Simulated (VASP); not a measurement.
Set up this calculation in VASP 6.6.1, as the native input.

```yaml
Task: single point
Functional: HSE06
Potentials_or_basis: VASP PAW PBE potentials, release 64 (Ti_sv)
Cutoff: 520 eV
k_mesh: 6 × 6 × 6
Occupations: fermi-dirac, width 0.05 eV
Spin: no spin polarisation
Dipole_correction: no
Grid_for_exact_exchange_PRECFOCK: Normal
Further_INCAR_settings: ALGO = Normal; EDIFF = 1e-06; NBANDS = 12
Screening_parameter: 0.2079 1/Å
```

Crystal: Ti.

```
Ti
1.0
    -1.64100    1.64100    1.64100
     1.64100   -1.64100    1.64100
     1.64100    1.64100   -1.64100
Ti
1
Direct
  0.00000 0.00000 0.00000
```

One way to write it, as run:

POSCAR

```
Ti
1.0
   -1.6410000000      1.6410000000      1.6410000000
    1.6410000000     -1.6410000000      1.6410000000
    1.6410000000      1.6410000000     -1.6410000000
Ti
1
Direct
    0.0000000000      0.0000000000      0.0000000000
```

INCAR.step1

```
ALGO = Normal
EDIFF = 1E-5
ENCUT = 520
GGA = PE
ISIF = 2
ISMEAR = -1
LASPH = T
LCHARG = F
LREAL = F
LWAVE = T
NBANDS = 12
NELM = 100
PREC = Accurate
SIGMA = 0.05
```

INCAR.step2

```
ALGO = Normal
EDIFF = 1E-6
ENCUT = 520
GGA = PE
HFSCREEN = 0.2079
ISIF = 2
ISMEAR = -1
ISTART = 1
LASPH = T
LCHARG = F
LHFCALC = T
LREAL = F
LWAVE = F
NBANDS = 12
NELM = 100
PREC = Accurate
PRECFOCK = Normal
SIGMA = 0.05
```

KPOINTS

```
k-points
0
Gamma
  6 6 6
```

Potentials or basis: VASP PAW PBE potentials, release 64 (Ti_sv).

The run is started by

```bash
$ cat potpaw_PBE.64/Ti_sv/POTCAR > POTCAR
$ cp INCAR.step1 INCAR
$ mpirun -np 1 vasp_std > vasp.out
$ cp INCAR.step2 INCAR
$ mpirun -np 1 vasp_std > vasp.out
```

It gave:

- Pressure: -2.7 GPa
- Band gap on the k mesh: zero (band 6 reaches 9.53 eV, above the bottom of band 7 at 7.05 eV)

Caveat: the k points lie up to 0.45 Å⁻¹ apart; the PAW data sets were made with another functional, which shifts forces and pressure a little.

Run time: 11 min on 1 thread of Intel Xeon 6975P-C, on a shared host, peak memory 0.24 GiB.
